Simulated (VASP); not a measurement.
# Nb2Te5 (P-3m1) in VASP: further runs, part 2 of 2

VASP 6.6.1. Earlier steps stand in the parts before.

## 3. Relaxation of cell and atoms, PBE

This run uses another cell than the first one, of 27.90 Å³/atom, 0.950 times its volume.

INCAR reads:

```
PREC = Accurate ; ENCUT = 600
EDIFF = 1E-7 ; ISMEAR = 0
SIGMA = 0.2 ; LREAL = False
LASPH = True ; NELM = 60
ALGO = Normal ; ISIF = 3
LWAVE = False ; LCHARG = False
GGA = PE ; IBRION = 2
NSW = 36 ; EDIFFG = -0.08
```

KPOINTS reads:

```
regular mesh
0
Gamma
  5 5 1
```

POSCAR reads:

```
Nb2Te5
1.0
    3.6800000000      0.0000000000      0.0000000000
   -1.8400000000      3.1869734900      0.0000000000
    0.0000000000      0.0000000000     16.6500000000
Nb Te
2 5
Direct
    0.0000000000      0.0000000000      0.7090000000
    0.0000000000      0.0000000000      0.2910000000
    0.6666666700      0.3333333300      0.8170000000
    0.3333333300      0.6666666700      0.6000000000
    0.3333333300      0.6666666700      0.1830000000
    0.6666666700      0.3333333300      0.4000000000
    0.0000000000      0.0000000000      0.0000000000
```

Potentials or basis: VASP PAW PBE potentials, release 64 (Nb_sv, Te).

The run is started by

```sh
$ cat potpaw_PBE.64/Nb_sv/POTCAR potpaw_PBE.64/Te/POTCAR > POTCAR
$ mpirun -np 1 vasp_std > vasp.out
```

OUTCAR:

```text
PREC = Accurate
   ENCUT = 600
   EDIFF = 1E-7
   ISMEAR = 0
   LREAL = False
   LASPH = True
   NELM = 60
   ISIF = 3
   GGA = PE
   IBRION = 2
   NSW = 36
   EDIFFG = -0.08

 ion  position               nearest neighbor table
   1  0.000  0.000  0.709-   3 2.78   3 2.78   3 2.78   4 2.79   4 2.79   4 2.79
   2  0.000  0.000  0.291-   5 2.78   5 2.78   5 2.78   6 2.79   6 2.79   6 2.79
   3  0.667  0.333  0.817-   1 2.78   1 2.78   1 2.78
   4  0.333  0.667  0.600-   1 2.79   1 2.79   1 2.79
   5  0.333  0.667  0.183-   2 2.78   2 2.78   2 2.78
   6  0.667  0.333  0.400-   2 2.79   2 2.79   2 2.79
   7  0.000  0.000  0.000-

  LATTYP: Found a hexagonal cell.
 ALAT       =     3.6800000000
 C/A-ratio  =     4.5244565217

  Lattice vectors:

 A1 = (   3.6800000000,   0.0000000000,   0.0000000000)
 A2 = (  -1.8400000000,   3.1869734900,   0.0000000000)
 A3 = (   0.0000000000,   0.0000000000,  16.6500000000)

Analysis of symmetry for initial positions (statically):
=====================================================================
 Subroutine PRICEL returns:
 Original cell was already a primitive cell.

 Routine SETGRP: Setting up the symmetry group for a
 hexagonal supercell.

 Subroutine GETGRP returns: Found 12 space group operations
 (whereof 12 operations were pure point group operations)
 out of a pool of 24 trial point group operations.

The static configuration has the point symmetry D_3d.

Analysis of symmetry for dynamics (positions and initial velocities):
=====================================================================
 Subroutine PRICEL returns:
 Original cell was already a primitive cell.

 Routine SETGRP: Setting up the symmetry group for a
 hexagonal supercell.

 Subroutine GETGRP returns: Found 12 space group operations
 (whereof 12 operations were pure point group operations)
 out of a pool of 24 trial point group operations.

The dynamic configuration has the point symmetry D_3d.

 Subroutine INISYM returns: Found 12 space group operations
 (whereof 12 operations are pure point group operations),
[... 122 lines left out ...]
 maximum number of plane-waves:      6589
 NGX is ok and might be reduce to    30
   NGX = 15   NGY = 15   NGZ = 67

--------------------------------------- Ionic step        1  -------------------------------------------

 number of electron      56.0000000 magnetization

 Free energy of the ion-electron system (eV)
  ---------------------------------------------------
  ext. energy  EPLUGINS =         0.00000000
  ---------------------------------------------------
  free energy    TOTEN  =       -37.87198887 eV

  energy without entropy =      -37.76684548  energy(sigma->0) =      -37.81941718

------------------------ aborting loop because EDIFF is reached ----------------------------------------

  FORCE on cell =-STRESS in cart. coord.  units (eV):
  Direction    XX          YY          ZZ          XY          YZ          ZX
  --------------------------------------------------------------------------------------
  -------------------------------------------------------------------------------------
  Total       -0.6915766     -0.6915766      4.1990738     -0.0000000      0.0000000      0.0000000
  in kB       -5.6742745     -5.6742745     34.4527250     -0.0000000      0.0000000      0.0000000
  external PRESSURE =       7.7013920 kB  Pullay stress =       0.0000000 kB
[... 104 lines left out ...]
  FREE ENERGIE OF THE ION-ELECTRON SYSTEM (eV)
  ---------------------------------------------------
  free  energy   TOTEN  =       -37.9466275704 eV

  energy  without entropy=      -37.8416825080  energy(sigma->0) =      -37.89415504

 E-fermi :   7.3846     XC(G=0): -10.0088

 val. band max:        7.3696282892   @ k =   0.2000  -0.0000   0.0000
 cond. band min:       7.4859680352   @ k =   0.2000  -0.0000   0.0000
 fundamental gap:      0.1163397460
 Fermi energy:         7.3846385455

 k-point     1 :       0.0000    0.0000    0.0000
  band No.  band energies     occupation
      1     -47.9609      2.00000
      2     -47.9609      2.00000
      3     -23.9988      2.00000
      4     -23.9987      2.00000
      5     -23.9900      2.00000
      6     -23.9900      2.00000
[... 169 lines left out ...]
     32       8.9689      0.00000
     33       9.1651      0.00000

[... ionic steps 4 to 9 ...]

--------------------------------------- Ionic step       10  -------------------------------------------

 number of electron      56.0000002 magnetization

------------------------ aborting loop because EDIFF is reached ----------------------------------------
[... 77 lines left out ...]
--------------------------------------- Ionic step       12  -------------------------------------------

 number of electron      56.0000002 magnetization

 Free energy of the ion-electron system (eV)
  ---------------------------------------------------
  ext. energy  EPLUGINS =         0.00000000
  ---------------------------------------------------
  free energy    TOTEN  =       -38.00143999 eV

  energy without entropy =      -37.89645766  energy(sigma->0) =      -37.94894883

 E-fermi :   7.0385     XC(G=0):  -9.8457

 val. band max:        6.9934801074   @ k =   0.2000  -0.0000   0.0000
 cond. band min:       7.1128600627   @ k =   0.2000  -0.0000   0.0000
 fundamental gap:      0.1193799553
 Fermi energy:         7.0384660864

 k-point     1 :       0.0000    0.0000    0.0000
  band No.  band energies     occupation
      1     -48.3135      2.00000
      2     -48.3135      2.00000
      3     -24.3502      2.00000
      4     -24.3502      2.00000
      5     -24.3437      2.00000
      6     -24.3437      2.00000
[... 203 lines left out ...]
  FREE ENERGIE OF THE ION-ELECTRON SYSTEM (eV)
  ---------------------------------------------------
  free  energy   TOTEN  =       -38.0014399870 eV

  energy  without entropy=      -37.8964576642  energy(sigma->0) =      -37.94894883

 reached required accuracy - stopping structural energy minimisation
```

CONTCAR:

```text
Nb2Te5
   1.00000000000000
     3.6097243497893872   -0.0000000000000000   -0.0000000000000000
    -1.8048621748946936    3.1261129914167647    0.0000000000000000
    -0.0000000000000001   -0.0000000000000009   17.6907267977774048
  Nb              Te
     2     5
Direct
     0.0000000000000000    0.0000000000000000    0.7098293581084802
     0.0000000000000000    1.0000000000000000    0.2901706418915198
     0.6666666699999979    0.3333333300000021    0.8163135354230437
     0.3333333300000021    0.6666666699999979    0.6037494958301660
     0.3333333300000021    0.6666666699999979    0.1836864645769562
     0.6666666699999979    0.3333333300000021    0.3962505041698342
     0.0000000000000000    0.0000000000000000    0.0000000000000000

  0.00000000E+00  0.00000000E+00  0.00000000E+00
  0.00000000E+00  0.00000000E+00  0.00000000E+00
  0.00000000E+00  0.00000000E+00  0.00000000E+00
  0.00000000E+00  0.00000000E+00  0.00000000E+00
  0.00000000E+00  0.00000000E+00  0.00000000E+00
  0.00000000E+00  0.00000000E+00  0.00000000E+00
  0.00000000E+00  0.00000000E+00  0.00000000E+00
```

It took 9.3 min on 1 thread of Intel Xeon Platinum 8488C (Sapphire Rapids), shared host; peak memory 0.38 GiB.

What came out:

```
Free energy                            : -38.0014 eV
Relaxed volume                         : 28.52 Å³/atom
Relaxed cell                           : a = 3.610 Å, b = 3.610 Å, c = 17.691 Å, α = 90.00°, β = 90.00°, γ = 120.00°
Space group after relaxing (to 0.05 Å) : P-3m1 (No. 164)
Energy gained by relaxing              : 18.5 meV/atom
Ionic steps                            : 12
Pressure after relaxing                : 0.0 GPa
Largest force after relaxing           : 0.042 eV/Å
Band gap on the k mesh                 : zero (band 28 reaches 7.57 eV, above the bottom of band 29 at 6.63 eV)
```

Forces on the atoms (eV/Å):
```
Nb   0.000  0.000  0.022
Nb   0.000  0.000 -0.022
Te   0.000  0.000  0.042
Te   0.000  0.000  0.019
Te   0.000  0.000 -0.042
Te   0.000  0.000 -0.019
Te   0.000  0.000  0.000
```

Stress tensor (GPa, compression positive):
```
-0.07  0.00  0.00
 0.00 -0.07  0.00
 0.00  0.00  0.20
```

Step by step:
```csv
step,energy change (eV),largest force (eV/Å),pressure (GPa),volume (Å³)
1,0.0000,0.5482,0.77,195.27
2,-0.0730,0.2286,-1.56,199.01
3,-0.0746,0.1572,-1.28,198.53
4,-0.1077,0.1952,0.18,193.77
5,-0.1081,0.1822,0.05,194.18
6,-0.1117,0.1138,0.16,194.24
7,-0.1122,0.1429,0.22,194.27
8,-0.1154,0.1655,0.03,195.26
9,-0.1200,0.2344,-0.49,198.26
10,-0.1215,0.2134,-0.44,198.40
11,-0.1252,0.1500,-0.29,198.81
12,-0.1295,0.0421,0.02,199.63
```

Final structure:
```yaml
crystal:
  lattice:
    - [3.60972, 0.00000, 0.00000]
    - [-1.80486, 3.12611, 0.00000]
    - [0.00000, 0.00000, 17.69073]
  atoms:
    - { symbol: Nb, position: [0.00000, 0.00000, 0.70983] }
    - { symbol: Nb, position: [0.00000, 0.00000, 0.29017] }
    - { symbol: Te, position: [0.66667, 0.33333, 0.81631] }
    - { symbol: Te, position: [0.33333, 0.66667, 0.60375] }
    - { symbol: Te, position: [0.33333, 0.66667, 0.18369] }
    - { symbol: Te, position: [0.66667, 0.33333, 0.39625] }
    - { symbol: Te, position: [0.00000, 0.00000, 0.00000] }
```

Caveat: the k points lie up to 0.40 Å⁻¹ apart in the final cell; spin-orbit coupling is left out, which moves the levels of the heavy elements; this functional lacks dispersion, which binds the layers, so the pressure and a relaxed spacing across them are unreliable; the relaxation stopped at a loose force limit of 0.08 eV/Å, so its end isn't a converged minimum.
